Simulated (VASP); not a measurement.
# In (I4/mmm) in VASP: a series of runs, part 2 of 2

VASP 6.6.1. The steps go on from the part before.

### Step 4. Single point, r2SCAN

This run uses another cell than the first one, of the same volume but with other edges.

The input, POSCAR:

```
In
1.0
   -1.5302657384      1.5302657384      2.7936913004
    1.5302657384     -1.5302657384      2.7936913004
    1.5302657384      1.5302657384     -2.7936913004
In
1
Direct
    0.0000000000      0.0000000000      0.0000000000
```

The input, INCAR.step1:

```
SYSTEM = In
ALGO     = Normal         ! electronic algorithm
EDIFF    = 1E-4           ! SCF threshold, eV
ENCUT    = 520            ! plane-wave cutoff, eV
GGA      = PE             ! functional
ISMEAR   = 0              ! smearing method
LASPH    = .True.         ! aspherical terms in the spheres
LCHARG   = .False.        ! write CHGCAR
LREAL    = .False.        ! projectors in reciprocal space
LWAVE    = .True.         ! write WAVECAR
NBANDS   = 12             ! bands
NELM     = 80             ! most SCF steps
PREC     = Accurate       ! precision mode
SIGMA    = 0.15           ! smearing width, eV
```

The input, INCAR.step2:

```
SYSTEM = In
ALGO     = Normal         ! electronic algorithm
EDIFF    = 1E-6           ! SCF threshold, eV
ENCUT    = 520            ! plane-wave cutoff, eV
ISIF     = 2              ! what is computed and relaxed
ISMEAR   = 0              ! smearing method
ISTART   = 1            
LASPH    = .True.         ! aspherical terms in the spheres
LCHARG   = .True.         ! write CHGCAR
LELF     = .True.         ! ELF
LMIXTAU  = .True.       
LREAL    = .False.        ! projectors in reciprocal space
LVHAR    = .True.       
LWAVE    = .False.        ! write WAVECAR
METAGGA  = R2SCAN         ! meta-GGA
NBANDS   = 12             ! bands
NELM     = 80             ! most SCF steps
PREC     = Accurate       ! precision mode
SIGMA    = 0.15           ! smearing width, eV
```

The input, KPOINTS:

```
k-points
0
Gamma
  22 22 22
  0 0 0
```

Potentials or basis: VASP PAW PBE potentials, release 64 (In_d).

Launch:

```console
$ cat potpaw_PBE.64/In_d/POTCAR > POTCAR
$ cp INCAR.step1 INCAR
$ mpirun -np 1 vasp_std > vasp.out
$ cp INCAR.step2 INCAR
$ mpirun -np 1 vasp_std > vasp.out
```

OUTCAR:

```text
SYSTEM = In
   EDIFF = 1E-6
   ENCUT = 520
   ISIF = 2
   ISMEAR = 0
   ISTART = 1
   LASPH = .True.
   LREAL = .False.
   METAGGA = R2SCAN
   NELM = 80
   PREC = Accurate

 ion  position               nearest neighbor table
   1  0.000  0.000  0.000-

  LATTYP: Found a body centered tetragonal cell.
 ALAT       =     3.0605314768
 C/A-ratio  =     1.8256249423

  Lattice vectors:

 A1 = (  -1.5302657384,   1.5302657384,   2.7936913004)
 A2 = (   1.5302657384,  -1.5302657384,   2.7936913004)
 A3 = (   1.5302657384,   1.5302657384,  -2.7936913004)

Analysis of symmetry for initial positions (statically):
=====================================================================
 Subroutine PRICEL returns:
 Original cell was already a primitive cell.

 Routine SETGRP: Setting up the symmetry group for a
 body centered tetragonal supercell.

 Subroutine GETGRP returns: Found 16 space group operations
 (whereof 16 operations were pure point group operations)
 out of a pool of 16 trial point group operations.

The static configuration has the point symmetry D_4h.

Analysis of symmetry for dynamics (positions and initial velocities):
=====================================================================
 Subroutine PRICEL returns:
 Original cell was already a primitive cell.

 Routine SETGRP: Setting up the symmetry group for a
 body centered tetragonal supercell.

 Subroutine GETGRP returns: Found 16 space group operations
 (whereof 16 operations were pure point group operations)
 out of a pool of 16 trial point group operations.

The dynamic configuration has the point symmetry D_4h.

 Subroutine INISYM returns: Found 16 space group operations
 (whereof 16 operations are pure point group operations),
 and found     1 'primitive' translations

----------------------------------------------------------------------------------------
[... 116 lines left out ...]
   METAGGA = R2SCAN    functional components
   LHFCALC =     F    Hartree Fock is set to
   AEXX    =    0.0000 exact exchange contribution
   IVDW    =     0    specifies the selected vdW correction
   LEPSILON=     F    determine dielectric tensor
   LRPA    =     F    only Hartree local field effects (RPA)
 non-spin polarized calculation
 Gauss-broadening in eV      SIGMA  =   0.15
  energy-cutoff  :      520.00
  volume of cell :       26.17
 maximum number of plane-waves:       727
   NGX = 13   NGY = 13   NGZ = 13

 number of electron      13.0000000 magnetization

 Free energy of the ion-electron system (eV)
  ---------------------------------------------------
  ext. energy  EPLUGINS =         0.00000000
  ---------------------------------------------------
  free energy    TOTEN  =       -22.55759135 eV

  energy without entropy =      -22.55233123  energy(sigma->0) =      -22.55496129

 E-fermi :   7.4408     XC(G=0): -11.0428

 val. band max:        7.4328531924   @ k =   0.3636   0.3182   0.0000
 cond. band min:       7.4430844547   @ k =  -0.4545   0.5000   0.0455
 fundamental gap:      0.0102312623
 Fermi energy:         7.4407674972

 k-point     1 :       0.0000    0.0000    0.0000
  band No.  band energies     occupation
      1      -8.0832      2.00000
      2      -7.8355      2.00000
      3      -7.6315      2.00000
      4      -7.6315      2.00000
      5      -7.4146      2.00000
      6      -2.5549      2.00000
      7      17.2445      0.00000
      8      18.7996      0.00000
      9      18.7996      0.00000
     10      20.3296      0.00000
     11      21.0385      0.00000
     12      21.4405      0.00000
[... 331 lines left out ...]
 k-point    24 :      -0.4545    0.0455   -0.0000
  band No.  band energies     occupation
      1      -7.9388      2.00000
      2      -7.8629      2.00000
      3      -7.6316      2.00000
      4      -7.4905      2.00000
      5      -7.3958      2.00000
      6       2.2750      2.00000
      7       5.1169      2.00000
      8      13.0193      0.00000
      9      16.9695      0.00000
     10      18.9979      0.00000
     11      20.3939      0.00000
     12      23.9150      0.00000

 [... further k-points ...]

------------------------ aborting loop because EDIFF is reached ----------------------------------------

  FORCE on cell =-STRESS in cart. coord.  units (eV):
  Direction    XX          YY          ZZ          XY          YZ          ZX
  --------------------------------------------------------------------------------------
  -------------------------------------------------------------------------------------
  Total        0.2654775      0.2654775     -0.1267792      0.0000000      0.0000000      0.0000000
  in kB       16.2542248     16.2542248     -7.7622290      0.0000000      0.0000000      0.0000000
  external PRESSURE =       8.2487402 kB  Pullay stress =       0.0000000 kB

 VOLUME and BASIS-vectors are now :
 -----------------------------------------------------------------------------
  energy-cutoff  :      520.00
  volume of cell :       26.17
      direct lattice vectors                 reciprocal lattice vectors
    -1.530265738  1.530265738  2.793691300     0.000000000  0.326740636  0.178974678
     1.530265738 -1.530265738  2.793691300     0.326740636  0.000000000  0.178974678
     1.530265738  1.530265738 -2.793691300     0.326740636  0.326740636  0.000000000

 POSITION                                       TOTAL-FORCE (eV/Angst)
 -----------------------------------------------------------------------------------
      0.00000      0.00000      0.00000         0.000000      0.000000     -0.000000
 -----------------------------------------------------------------------------------
    total drift:                                0.000000      0.000000      0.000000

  FREE ENERGIE OF THE ION-ELECTRON SYSTEM (eV)
  ---------------------------------------------------
  free  energy   TOTEN  =       -22.5575913530 eV

  energy  without entropy=      -22.5523312314  energy(sigma->0) =      -22.55496129
```

OUTCAR.step1:

```text
SYSTEM = In
   EDIFF = 1E-4
   ENCUT = 520
   GGA = PE
   ISMEAR = 0
   LASPH = .True.
[... 578 lines left out ...]
 -----------------------------------------------------------------------------------
      0.00000      0.00000      0.00000        -0.000000      0.000000     -0.000000
 -----------------------------------------------------------------------------------
    total drift:                               -0.000000      0.000000      0.000000

  FREE ENERGIE OF THE ION-ELECTRON SYSTEM (eV)
  ---------------------------------------------------
  free  energy   TOTEN  =        -2.5236909605 eV

  energy  without entropy=       -2.5180423056  energy(sigma->0) =       -2.52086663
```

Wall time 15 min (1 thread of Oxide Virtual Turin-like, shared host); peak memory 0.34 GiB.

Results:

| Property | Result |
| --- | --- |
| Free energy | -22.5576 eV |
| Pressure | 0.8 GPa |

Caveat: the PAW data sets were made with another functional, which shifts forces and pressure a little; spin-orbit coupling is left out, which moves the levels of the heavy elements.

### Step 5. Summary

| cell | gap on the mesh (eV) | pressure (GPa) |
| --- | --- | --- |
| a = 3.452 Å, angles 125.7, 125.7, 80.4°, 1 atom | none | 0.3 |
| a = 3.290 Å, angles 117.1, 117.1, 95.1°, 1 atom | none | 0.2 |
| a = 3.534 Å, angles 128.7, 128.7, 75.5°, 1 atom | none | 0.8 |

Alike in all rows: task single point; level r2SCAN; potentials or basis VASP PAW PBE potentials, release 64 (In_d); no spin polarisation; k mesh 22 × 22 × 22; cutoff (eV) 520; smearing gaussian 0.15 eV.

Caveats: the PAW data sets were made with another functional, which shifts forces and pressure a little; spin-orbit coupling is left out, which moves the levels of the heavy elements.

Total energies depend on the potentials used, so only differences within one code and one set of settings carry meaning.
